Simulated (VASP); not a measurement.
# Ru2Rh (P6_3/mmc) in VASP: single point with PBE

Aim: the single point of Ru2Rh with PBE.

Everything below comes from runs of VASP 6.6.1. Logs are shortened: lines on timing, memory, paths and dates and some standing lists are left out, and cuts for length are marked.

## Step 1: The cell of the first run

The structure is hexagonal, space group P6_3/mmc (No. 194). Conventional cell: a = 2.725 Å, b = 2.725 Å, c = 12.968 Å, α = 90.00°, β = 90.00°, γ = 120.00°. Within 3.4 Å of Ru (site symmetry 3m) lie 9 Ru at 2.61 to 2.73 Å and 3 Rh at 2.70 Å. Rh (site symmetry -6m2) has 6 Ru at 2.70 Å and 6 Rh at 2.73 Å within 3.6 Å.

## Step 2: Single point, PBE

Input file INCAR:

```
SYSTEM = Ru2Rh
PREC = Accurate
ENCUT = 520
EDIFF = 1E-6
ISMEAR = -1
SIGMA = 0.15
LREAL = .FALSE.
LASPH = .TRUE.
NELM = 100
ALGO = Fast
ISIF = 2
LWAVE = .FALSE.
LCHARG = .TRUE.
GGA = PE
LELF = .TRUE.
LVHAR = .TRUE.
NBANDS = 52
```

Input file KPOINTS:

```
Automatic mesh
0
G
  18 18 4
  0 0 0
```

Input file POSCAR:

```
Ru2Rh
1.0
    2.7251926869      0.0000000000      0.0000000000
   -1.3625963435      2.3600860971      0.0000000000
    0.0000000000      0.0000000000     12.9675521170
Ru Rh
4 2
Direct
    0.3333333333      0.6666666667      0.5804455367
    0.6666666667      0.3333333333      0.0804455367
    0.3333333333      0.6666666667      0.9195544633
    0.6666666667      0.3333333333      0.4195544633
    0.3333333333      0.6666666667      0.2500000000
    0.6666666667      0.3333333333      0.7500000000
```

Potentials or basis: VASP PAW PBE potentials, release 64 (Ru_pv, Rh_pv).

Run with:

```
> cat potpaw_PBE.64/Ru_pv/POTCAR potpaw_PBE.64/Rh_pv/POTCAR > POTCAR
> mpirun -np 1 vasp_std > vasp.out
```

OUTCAR:

```text
SYSTEM = Ru2Rh
   PREC = Accurate
   ENCUT = 520
   EDIFF = 1E-6
   ISMEAR = -1
   LREAL = .FALSE.
   LASPH = .TRUE.
   NELM = 100
   ISIF = 2
   GGA = PE

 ion  position               nearest neighbor table
   1  0.333  0.667  0.580-   4 2.61   4 2.61   4 2.61   6 2.70   6 2.70   6 2.70
   2  0.667  0.333  0.080-   3 2.61   3 2.61   3 2.61   5 2.70   5 2.70   5 2.70
   3  0.333  0.667  0.920-   2 2.61   2 2.61   2 2.61   6 2.70   6 2.70   6 2.70
   4  0.667  0.333  0.420-   1 2.61   1 2.61   1 2.61   5 2.70   5 2.70   5 2.70
   5  0.333  0.667  0.250-   2 2.70   4 2.70   2 2.70   4 2.70   2 2.70   4 2.70
   6  0.667  0.333  0.750-   1 2.70   3 2.70   1 2.70   3 2.70   1 2.70   3 2.70

  LATTYP: Found a hexagonal cell.
 ALAT       =     2.7251926869
 C/A-ratio  =     4.7583982517

  Lattice vectors:

 A1 = (   2.7251926869,   0.0000000000,   0.0000000000)
 A2 = (  -1.3625963435,   2.3600860971,   0.0000000000)
 A3 = (   0.0000000000,   0.0000000000,  12.9675521170)

Analysis of symmetry for initial positions (statically):
=====================================================================
 Subroutine PRICEL returns:
 Original cell was already a primitive cell.

 Routine SETGRP: Setting up the symmetry group for a
 hexagonal supercell.

 Subroutine GETGRP returns: Found 24 space group operations
 (whereof 12 operations were pure point group operations)
 out of a pool of 24 trial point group operations.

The static configuration has the point symmetry D_3d.
 The point group associated with its full space group is D_6h.

Analysis of symmetry for dynamics (positions and initial velocities):
=====================================================================
 Subroutine PRICEL returns:
 Original cell was already a primitive cell.

 Routine SETGRP: Setting up the symmetry group for a
 hexagonal supercell.

 Subroutine GETGRP returns: Found 24 space group operations
 (whereof 12 operations were pure point group operations)
 out of a pool of 24 trial point group operations.

The dynamic configuration has the point symmetry D_3d.
 The point group associated with its full space group is D_6h.

 Subroutine INISYM returns: Found 24 space group operations
 (whereof 12 operations are pure point group operations),
 and found     1 'primitive' translations

----------------------------------------------------------------------------------------

                                     Primitive cell

  volume of cell :      83.4033

  direct lattice vectors                    reciprocal lattice vectors
     2.725192687  0.000000000  0.000000000     0.366946530  0.211856678  0.000000000
    -1.362596343  2.360086097  0.000000000     0.000000000  0.423713356  0.000000000
     0.000000000  0.000000000 12.967552117     0.000000000  0.000000000  0.077115557

  length of vectors
     2.725192687  2.725192687 12.967552117     0.423713356  0.423713356  0.077115557

  position of ions in fractional coordinates (direct lattice)
     0.333333333  0.666666667  0.580445537
     0.666666667  0.333333333  0.080445537
     0.333333333  0.666666667  0.919554463
     0.666666667  0.333333333  0.419554463
     0.333333333  0.666666667  0.250000000
     0.666666667  0.333333333  0.750000000

  ion indices of the primitive-cell ions
   primitive index   ion index
                 1           1
                 2           2
                 3           3
                 4           4
                 5           5
                 6           6

----------------------------------------------------------------------------------------

 KPOINTS: Automatic mesh

Automatic generation of k-mesh.
 Grid dimensions read from file:
 generate k-points for:   18   18    4

 Generating k-lattice:

  Cartesian coordinates                     Fractional coordinates (reciprocal lattice)
     0.020385918  0.011769815  0.000000000     0.055555556  0.000000000  0.000000000
     0.000000000  0.023539631  0.000000000     0.000000000  0.055555556  0.000000000
     0.000000000  0.000000000  0.019278889     0.000000000  0.000000000  0.250000000

  Length of vectors
     0.023539631  0.023539631  0.019278889

  Shift w.r.t. Gamma in fractional coordinates (k-lattice)
     0.000000000  0.000000000  0.000000000

 Subroutine IBZKPT returns following result:
 ===========================================

 Found    111 irreducible k-points:

 Following reciprocal coordinates:
            Coordinates               Weight
  0.000000  0.000000  0.000000      1.000000
  0.055556  0.000000  0.000000      6.000000
  0.111111  0.000000  0.000000      6.000000
  0.166667  0.000000  0.000000      6.000000
  0.222222  0.000000  0.000000      6.000000
  0.277778  0.000000  0.000000      6.000000
[... 16 lines left out ...]
  0.333333  0.111111  0.000000     12.000000
  0.388889  0.111111  0.000000     12.000000
 [... further k-points ...]
   k-points           NKPTS =    111   k-points in BZ     NKDIM =    111   number of bands    NBANDS=     52
   number of dos      NEDOS =    301   number of ions     NIONS =      6
   total plane-waves  NPLWV =  38400
   dimension x,y,z NGX =    20 NGY =   20 NGZ =   96
   dimension x,y,z NGXF=    40 NGYF=   40 NGZF=  192
   ions per type =               4   2
   NGX,Y,Z   is equivalent  to a cutoff of  12.20, 12.20, 12.31 a.u.
   NGXF,Y,Z  is equivalent  to a cutoff of  24.40, 24.40, 24.61 a.u.
 SYSTEM =  Ru2Rh
   PREC   = accura    normal or accurate (medium, high low for compatibility)
   ISTART =      0    job   : 0-new  1-cont  2-samecut
   ICHARG =      2    charge: 1-file 2-atom 10-const
   ISPIN  =      1    spin polarized calculation?
   LNONCOLLINEAR =      F non collinear calculations
   LSORBIT =      F    spin-orbit coupling
   LASPH  =      T    aspherical Exc in radial PAW
   ENCUT  =  520.0 eV  38.22 Ry    6.18 a.u.   5.07  5.07 24.11*2*pi/ulx,y,z
   NELM   =    100;   NELMIN=  2; NELMDL= -5     # of ELM steps
   EDIFF  = 0.1E-05   stopping-criterion for ELM
   LREAL  =      F    real-space projection
   EDIFFG = 0.1E-04   stopping-criterion for IOM
   NSW    =      0    number of steps for IOM
   IBRION =     -1    ionic relax: 0-MD 1-quasi-New 2-CG
   NFREE  =      0    steps in history (QN), initial steepest desc. (CG)
   ISIF   =      2    stress and relaxation
   ISYM   =      2    0-nonsym 1-usesym 2-fastsym
   POTIM  = 0.5000    time-step for ionic-motion
   TEBEG  =    0.0;   TEEND  =   0.0 temperature during run
   PSTRESS=    0.0 pullay stress
   NELECT =      86.0000    total number of electrons
   NUPDOWN=      -1.0000    fix difference up-down
   EMIN   =  10.00;   EMAX   =-10.00  energy-range for DOS
   EFERMI =   0.00;   METHOD = LEGACY
   ISMEAR =    -1;   SIGMA  =   0.15  broadening in eV -4-tet -1-fermi 0-gaus
   EFERMI_NEDOS =   21; number of points for ismear=-14 and -15
   IALGO  =     68    algorithm
   IMIX   =      4    mixing-type and parameters
     AMIX     =   0.40;   BMIX     =  1.00
     AMIX_MAG =   1.60;   BMIX_MAG =  1.00
  volume/ion in A,a.u.               =      13.90        93.81
  Fermi-wavevector in a.u.,A,eV,Ry     =   1.653915  3.125447 37.217869  2.735436
  Thomas-Fermi vector in A             =   2.742272
   LORBIT       =      0    0 simple, 1 ext, 2 COOP (PROOUT), +10 PAW based schemes
   GGA     = PE    functional components
   LHFCALC =     F    Hartree Fock is set to
   AEXX    =    0.0000 exact exchange contribution
   IVDW    =     0    specifies the selected vdW correction
   LEPSILON=     F    determine dielectric tensor
   LRPA    =     F    only Hartree local field effects (RPA)
 non-spin polarized calculation
 RMM-DIIS sequential band-by-band and
  energy-cutoff  :      520.00
  volume of cell :       83.40
 maximum number of plane-waves:      2271
   NGX = 11   NGY = 11   NGZ = 49

 number of electron      86.0000006 magnetization

 Free energy of the ion-electron system (eV)
  ---------------------------------------------------
  ext. energy  EPLUGINS =         0.00000000
  ---------------------------------------------------
  free energy    TOTEN  =       -51.68849558 eV

  energy without entropy =      -51.21648797  energy(sigma->0) =      -51.45249178

 E-fermi :  12.2778     XC(G=0): -13.9664

 val. band max:       12.2762282997   @ k =   0.1667   0.1111   0.0000
 cond. band min:      12.2794543910   @ k =   0.1111   0.0000   0.2500
 fundamental gap:      0.0032260913
 Fermi energy:        12.2777955208

 k-point     1 :       0.0000    0.0000    0.0000
  band No.  band energies     occupation
      1     -34.5815      2.00000
      2     -34.5789      2.00000
      3     -34.2098      2.00000
      4     -34.2098      2.00000
      5     -34.2098      2.00000
      6     -34.2098      2.00000
[... 44 lines left out ...]
     51      13.1751      0.00504
     52      13.3714      0.00136

 k-point     2 :       0.0556    0.0000    0.0000
  band No.  band energies     occupation
      1     -34.5791      2.00000
      2     -34.5766      2.00000
      3     -34.2250      2.00000
      4     -34.2250      2.00000
      5     -34.2134      2.00000
      6     -34.2134      2.00000
[... 44 lines left out ...]
     51      13.2005      0.00425
     52      13.2072      0.00407

 k-point     3 :       0.1111    0.0000    0.0000
  band No.  band energies     occupation
      1     -34.5720      2.00000
      2     -34.5699      2.00000
      3     -34.2688      2.00000
      4     -34.2686      2.00000
      5     -34.2238      2.00000
      6     -34.2238      2.00000
[... 44 lines left out ...]
     51      13.2881      0.00237
     52      13.4006      0.00112
[... 1046 lines left out ...]
 k-point    23 :       0.3333    0.1111    0.0000
  band No.  band energies     occupation
      1     -34.6345      2.00000
      2     -34.6341      2.00000
      3     -34.5081      2.00000
      4     -34.5074      2.00000
      5     -34.3478      2.00000
      6     -34.3477      2.00000
[... 44 lines left out ...]
     51      14.7630      0.00000
     52      17.0516      0.00000

 k-point    24 :       0.3889    0.1111    0.0000
  band No.  band energies     occupation
      1     -34.6705      2.00000
      2     -34.6701      2.00000
      3     -34.5017      2.00000
      4     -34.5010      2.00000
      5     -34.3607      2.00000
      6     -34.3607      2.00000
[... 44 lines left out ...]
     51      15.6136      0.00000
     52      17.2310      0.00000

 [... further k-points ...]

------------------------ aborting loop because EDIFF is reached ----------------------------------------

  FORCE on cell =-STRESS in cart. coord.  units (eV):
  Direction    XX          YY          ZZ          XY          YZ          ZX
  --------------------------------------------------------------------------------------
  -------------------------------------------------------------------------------------
  Total       -0.0309730     -0.0309730     -0.0048711      0.0000000      0.0000000      0.0000000
  in kB       -0.5949924     -0.5949924     -0.0935737      0.0000000      0.0000000      0.0000000
  external PRESSURE =      -0.4278528 kB  Pullay stress =       0.0000000 kB

 VOLUME and BASIS-vectors are now :
 -----------------------------------------------------------------------------
  energy-cutoff  :      520.00
  volume of cell :       83.40
      direct lattice vectors                 reciprocal lattice vectors
     2.725192687  0.000000000  0.000000000     0.366946530  0.211856678  0.000000000
    -1.362596343  2.360086097  0.000000000     0.000000000  0.423713356  0.000000000
     0.000000000  0.000000000 12.967552117     0.000000000  0.000000000  0.077115557

 POSITION                                       TOTAL-FORCE (eV/Angst)
 -----------------------------------------------------------------------------------
     -0.00000      1.57339      7.52696        -0.000000     -0.000000      0.007814
      1.36260      0.78670      1.04318         0.000000      0.000000      0.007814
     -0.00000      1.57339     11.92437        -0.000000     -0.000000     -0.007814
      1.36260      0.78670      5.44059         0.000000      0.000000     -0.007814
     -0.00000      1.57339      3.24189        -0.000000      0.000000      0.000000
      1.36260      0.78670      9.72566        -0.000000     -0.000000      0.000000
 -----------------------------------------------------------------------------------
    total drift:                               -0.000000      0.000000     -0.000000

  FREE ENERGIE OF THE ION-ELECTRON SYSTEM (eV)
  ---------------------------------------------------
  free  energy   TOTEN  =       -51.6884955849 eV

  energy  without entropy=      -51.2164879743  energy(sigma->0) =      -51.45249178
```

Wall time 5.5 min (1 thread of Intel Xeon Platinum 8488C (Sapphire Rapids), shared host); peak memory 0.45 GiB.

What came out:

```
Free energy            : -51.6885 eV
Pressure               : 0.0 GPa
Largest force          : 0.008 eV/Å
Band gap on the k mesh : zero (bands 43 and 44 overlap by 2.65 eV)
```

Forces in eV/Å, atoms in the order of the input:
```
Ru   0.000  0.000  0.008
Ru   0.000  0.000  0.008
Ru   0.000  0.000 -0.008
Ru   0.000  0.000 -0.008
Rh   0.000  0.000  0.000
Rh   0.000  0.000  0.000
```
